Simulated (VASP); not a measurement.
Write the native input for VASP 6.6.1 that does the following.

```
Task                   : single point
Functional             : PBE
Dispersion             : D3(BJ)
Potentials or basis    : VASP PAW PBE potentials, release 64 (Al)
Cutoff                 : 520 eV
k mesh                 : 18 × 18 × 10
Occupations            : gaussian, width 0.15 eV
Spin                   : no spin polarisation
Dipole correction      : no
Further INCAR settings : ALGO = Fast; EDIFF = 1e-06; NBANDS = 10
```

The structure of Al lies in POSCAR:

```
Al
1.0
    2.8265176283      0.0000000000      0.0000000000
   -1.4132588141      2.4234794925      0.0000000000
    0.0000000000      0.0000000000      4.8668500000
Al
2
Direct
    0.6666666667      0.3333333333      0.7500000000
    0.3333333333      0.6666666667      0.2500000000
```

This cell differs from its parent crystal: strain +0.0050 x Voigt [1, -1, 0, 0, 0, 0].

One way to write it, as run:

INCAR

```
PREC = Accurate ; ENCUT = 520
EDIFF = 1E-6 ; ISMEAR = 0
SIGMA = 0.15 ; LREAL = F
LASPH = T ; NELM = 60
ALGO = Fast ; ISIF = 2
LWAVE = F ; LCHARG = F
GGA = PE ; IVDW = 12
NBANDS = 10
```

KPOINTS

```
regular mesh
0
Gamma
  18 18 10
```

Potentials or basis: VASP PAW PBE potentials, release 64 (Al).

The run is started by

```sh
$ cat potpaw_PBE.64/Al/POTCAR > POTCAR
$ mpirun -np 1 vasp_std > vasp.out
```

It gave:

| Item | Value |
| --- | --- |
| Pressure | -3.2 GPa |
| Band gap on the k mesh | zero (band 3 reaches 11.57 eV, above the bottom of band 4 at 4.77 eV) |
| Dispersion energy per atom | -0.333 eV |

Caveat: the cell differs from its parent crystal (strain +0.0050 x Voigt [1, -1, 0, 0, 0, 0]); pairwise dispersion overbinds metals, which lowers pressure and volume.

Wall time 67 s on 1 thread of Intel(R) Xeon(R) Platinum 8124M CPU @ 3.00GHz (Skylake/Cascade Lake), on a shared host, peak memory 0.27 GiB.
